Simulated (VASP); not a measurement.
# CoGe3Pd (P4/mmm) in VASP: single point with PBE

Aim: the single point of CoGe3Pd with PBE.

All numbers are computed with VASP 6.6.1; they aren't measurements. Logs are shortened: lines on timing, memory, paths and dates and some standing lists are left out, and cuts for length are marked.

## 1. The cell of the first run

The structure is tetragonal, space group P4/mmm (No. 123). The conventional cell has a = 4.656 Å, b = 4.656 Å, c = 4.228 Å, α = 90.00°, β = 90.00°, γ = 90.00°. Co (site symmetry 4/mmm) has 2 Pd at 2.11 Å within 2.8 Å. Ge (site symmetry mmm) has 2 Pd at 2.33 Å and 4 Co at 3.14 Å and 8 Ge at 3.14 to 3.29 Å within 3.3 Å. Within 4.3 Å of Ge (site symmetry 4/mmm) lie 10 Ge at 3.14 to 4.23 Å and 4 Co at 3.29 Å and 8 Pd at 3.91 Å. Within 2.8 Å of Pd (site symmetry 4/mmm) lie 2 Co at 2.11 Å and 4 Ge at 2.33 Å.

The cell was generated, and may not be a known phase.

## 2. Single point, PBE, collinear spin, ferromagnetic start

Input file INCAR:

```
PREC     = Accurate       # precision mode
ENCUT    = 690            # plane-wave cutoff, eV
EDIFF    = 1E-6           # SCF threshold, eV
ISMEAR   = 0              # smearing method
SIGMA    = 0.1            # smearing width, eV
LREAL    = F              # projectors in reciprocal space
LASPH    = T              # aspherical terms in the spheres
NELM     = 200            # most SCF steps
ALGO     = Normal         # electronic algorithm
ISIF     = 2              # what is computed and relaxed
LWAVE    = F              # write WAVECAR
LCHARG   = F              # write CHGCAR
ISPIN    = 2              # spin polarisation
MAGMOM   = 3 0 0 0 0      # initial moments
LORBIT   = 11             # projections on sites
LMAXMIX  = 4              # l up to which the mixer works
GGA      = PE             # functional
NBANDS   = 50             # bands
GGA_COMPAT= F
```

Input file KPOINTS:

```
regular mesh
0
Gamma
  4 4 4
```

Input file POSCAR:

```
CoGe3Pd
1.0
    4.6562461500      0.0000000000      0.0000000000
    0.0000000000      4.6562461500      0.0000000000
    0.0000000000      0.0000000000      4.2275761300
Co Ge Pd
1 3 1
Direct
    0.0000000000      0.0000000000      0.5000000000
    0.0000000000      0.5000000000      0.0000000000
    0.5000000000      0.0000000000      0.0000000000
    0.5000000000      0.5000000000      0.5000000000
    0.0000000000      0.0000000000      0.0000000000
```

Potentials or basis: VASP PAW PBE potentials, release 64 (Co_sv, Ge_d, Pd_sv_GW).

On the command line:

```console
$ cat potpaw_PBE.64/Co_sv/POTCAR potpaw_PBE.64/Ge_d/POTCAR potpaw_PBE.64/Pd_sv_GW/POTCAR > POTCAR
$ mpirun -np 1 vasp_std > vasp.out
```

OUTCAR:

```text
PREC = Accurate
   ENCUT = 690
   EDIFF = 1E-6
   ISMEAR = 0
   LREAL = F
   LASPH = T
   NELM = 200
   ISIF = 2
   ISPIN = 2
   LORBIT = 11
   GGA = PE

 ion  position               nearest neighbor table
   1  0.000  0.000  0.500-   5 2.11   5 2.11
   2  0.000  0.500  0.000-   5 2.33   5 2.33
   3  0.500  0.000  0.000-   5 2.33   5 2.33
   4  0.500  0.500  0.500-
   5  0.000  0.000  0.000-   1 2.11   1 2.11   3 2.33   2 2.33   2 2.33   3 2.33

  LATTYP: Found a simple tetragonal cell.
 ALAT       =     4.6562461500
 C/A-ratio  =     0.9079365639

  Lattice vectors:

 A1 = (   4.6562461500,   0.0000000000,   0.0000000000)
 A2 = (   0.0000000000,   4.6562461500,   0.0000000000)
 A3 = (   0.0000000000,   0.0000000000,   4.2275761300)

Analysis of symmetry for initial positions (statically):
=====================================================================
 Subroutine PRICEL returns:
 Original cell was already a primitive cell.

 Routine SETGRP: Setting up the symmetry group for a
 simple tetragonal supercell.

 Subroutine GETGRP returns: Found 16 space group operations
 (whereof 16 operations were pure point group operations)
 out of a pool of 16 trial point group operations.

The static configuration has the point symmetry D_4h.

Analysis of symmetry for dynamics (positions and initial velocities):
=====================================================================
 Subroutine PRICEL returns:
 Original cell was already a primitive cell.

 Routine SETGRP: Setting up the symmetry group for a
 simple tetragonal supercell.

 Subroutine GETGRP returns: Found 16 space group operations
 (whereof 16 operations were pure point group operations)
 out of a pool of 16 trial point group operations.

The dynamic configuration has the point symmetry D_4h.

Analysis of structural, dynamic, and magnetic symmetry:
=====================================================================
 Subroutine PRICEL returns:
 Original cell was already a primitive cell.

 Routine SETGRP: Setting up the symmetry group for a
 simple tetragonal supercell.

 Subroutine GETGRP returns: Found 16 space group operations
 (whereof 16 operations were pure point group operations)
 out of a pool of 16 trial point group operations.

The overall configuration has the point symmetry D_4h.

[... 126 lines left out ...]
   LEPSILON=     F    determine dielectric tensor
   LRPA    =     F    only Hartree local field effects (RPA)
 spin polarized calculation
 Gauss-broadening in eV      SIGMA  =   0.10
  energy-cutoff  :      690.00
  volume of cell :       91.66
 maximum number of plane-waves:      3800
 NGX is ok and might be reduce to    40
   NGX = 19   NGY = 19   NGZ = 19

 number of electron      76.9999949 magnetization       1.9777856

 Free energy of the ion-electron system (eV)
  ---------------------------------------------------
  ext. energy  EPLUGINS =         0.00000000
  ---------------------------------------------------
  free energy    TOTEN  =       -19.67551317 eV

  energy without entropy =      -19.65635029  energy(sigma->0) =      -19.66593173

 E-fermi :   6.9182     XC(G=0): -11.3161

 val. band max:        6.9082168877   @ k =   0.2500   0.2500   0.0000
 cond. band min:       6.9381639007   @ k =   0.5000   0.2500   0.0000
 fundamental gap:      0.0299470130
 Fermi energy:         6.9182294825

 spin component 1

 k-point     1 :       0.0000    0.0000    0.0000
  band No.  band energies     occupation
      1     -88.9345      1.00000
      2     -79.4772      1.00000
      3     -52.8399      1.00000
      4     -51.9876      1.00000
      5     -51.9876      1.00000
      6     -45.3043      1.00000
[... 943 lines left out ...]
     49      17.2661      0.00000
     50      17.2802      0.00000
 Fermi energy:         6.9182294825

 spin component 2

 k-point     1 :       0.0000    0.0000    0.0000
  band No.  band energies     occupation
      1     -86.8852      1.00000
      2     -79.3138      1.00000
      3     -50.6665      1.00000
      4     -50.0947      1.00000
      5     -50.0947      1.00000
      6     -45.0855      1.00000
[... 943 lines left out ...]
     49      17.4618      0.00000
     50      17.4870      0.00000

------------------------ aborting loop because EDIFF is reached ----------------------------------------

  FORCE on cell =-STRESS in cart. coord.  units (eV):
  Direction    XX          YY          ZZ          XY          YZ          ZX
  --------------------------------------------------------------------------------------
  -------------------------------------------------------------------------------------
  Total        4.0829625      4.0829625     20.8715174      0.0000000      0.0000000      0.0000000
  in kB       71.3711475     71.3711475    364.8390430      0.0000000      0.0000000      0.0000000
  external PRESSURE =     169.1937794 kB  Pullay stress =       0.0000000 kB

 VOLUME and BASIS-vectors are now :
 -----------------------------------------------------------------------------
  energy-cutoff  :      690.00
  volume of cell :       91.66
      direct lattice vectors                 reciprocal lattice vectors
     4.656246150  0.000000000  0.000000000     0.214765278  0.000000000  0.000000000
     0.000000000  4.656246150  0.000000000     0.000000000  0.214765278  0.000000000
     0.000000000  0.000000000  4.227576130     0.000000000  0.000000000  0.236542163

 POSITION                                       TOTAL-FORCE (eV/Angst)
 -----------------------------------------------------------------------------------
      0.00000      0.00000      2.11379         0.000000      0.000000      0.000000
      0.00000      2.32812      0.00000         0.000000      0.000000      0.000000
      2.32812      0.00000      0.00000         0.000000      0.000000      0.000000
      2.32812      2.32812      2.11379         0.000000      0.000000      0.000000
      0.00000      0.00000      0.00000         0.000000      0.000000      0.000000
 -----------------------------------------------------------------------------------
    total drift:                               -0.000000      0.000000     -0.000000

  FREE ENERGIE OF THE ION-ELECTRON SYSTEM (eV)
  ---------------------------------------------------
  free  energy   TOTEN  =       -19.6755131683 eV

  energy  without entropy=      -19.6563502939  energy(sigma->0) =      -19.66593173

 total charge

# of ion       s       p       d       f       tot
--------------------------------------------------
    1        2.227   6.068   6.865   0.000  15.160
    2        1.235   0.995  10.049   0.000  12.280
    3        1.235   0.995  10.049   0.000  12.280
    4        1.271   0.818   9.989   0.000  12.078
    5        2.238   6.240   7.502   0.027  16.008
--------------------------------------------------
tot          8.207  15.117  44.454   0.027  67.805

 magnetization (x)

# of ion       s       p       d       f       tot
--------------------------------------------------
    1        0.007   0.008   1.710   0.000   1.724
    2        0.003   0.020  -0.002   0.000   0.021
    3        0.003   0.020  -0.002   0.000   0.021
    4        0.004  -0.018  -0.000   0.000  -0.014
    5       -0.001  -0.004   0.185   0.003   0.182
--------------------------------------------------
tot          0.014   0.025   1.891   0.003   1.933
```

stdout:

```text
POSCAR found type information on POSCAR CoGePd
 POSCAR found :  3 types and       5 ions
 scaLAPACK will be used
 LDA part: xc-table for (Slater+PW92), standard interpolation
 POSCAR, INCAR and KPOINTS ok, starting setup
 FFT: planning ... GRIDC
 FFT: planning ... GRID_SOFT
 FFT: planning ... GRID
 WAVECAR not read
 entering main loop
```

Run time: 3.2 min. Hardware: 1 thread of AMD EPYC 9R45 (Zen 5), shared host; peak memory 0.39 GiB.

What came out:

* Free energy: -19.6755 eV
* Pressure: 16.9 GPa
* Net moment: 1.98 μB per cell
* Site moments: Co +1.72; Ge +0.02, -0.01 (each value once); Pd +0.18 μB
* Valence electrons inside the program's atomic spheres: Co 15.16; Ge 12.28, 12.08 (each value once); Pd 16.01

Stress tensor (GPa, compression positive):
```
 7.14  0.00  0.00
 0.00  7.14  0.00
 0.00  0.00 36.48
```

Caveat: the k points lie up to 0.37 Å⁻¹ apart.
